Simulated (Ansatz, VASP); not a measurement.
**One calculation of Cd3InO, two programs**

```
Cd In O
1.0
     4.63571    0.00000    0.00000
     0.00000    4.63571    0.00000
     0.00000    0.00000    4.63571
Cd In O
3 1 1
Direct
  0.00000 0.00000 0.50000
  0.50000 0.00000 0.00000
  0.00000 0.50000 0.00000
  0.00000 0.00000 0.00000
  0.50000 0.50000 0.50000
```

Change from the starting cell: species swapped into the CsAuBr3 type (Pm-3m, No. 221).

Alike in both runs: task relaxation of cell and atoms; functional PBE; k mesh 4 × 4 × 4; occupations gaussian, width 0.1 eV; collinear spin.

|  | VASP | Ansatz |
| --- | --- | --- |
| version | VASP 6.6.1 | Ansatz 0.2.0 |
| potentials or method | VASP PAW PBE potentials, release 64 (Cd, In_d, O), cutoff 600 eV | scalar-relativistic, plane waves, PAW |
| valence electrons in the cell | 55 | 79 |

```csv
,VASP,Ansatz,Ansatz less VASP
"gap on the k mesh at the Fermi level, each at its own relaxed structure (eV)",none,none,-
net moment per atom (μB),0.00,0.24,+0.245
size of the moment on the site where the two differ most (μB),0.00,1.22,+1.220
relaxed volume (Å³/atom),31.53,32.50,+0.970
relaxed cell length with the largest relative difference (Å),5.402,5.457,+0.0548
```

The net moments are unlike, so the other rows may belong to different states. Site moments also hang on the region over which each program counts them. A gap of «none» marks a metal or a gap that the smearing closes. VASP's potentials hold 55 valence electrons a cell and Ansatz's 79, so a difference there can come from the potentials and not from the codes.

Noted on VASP's run: the volume moved by over 15 % at a fixed basis, so the end points are rough.
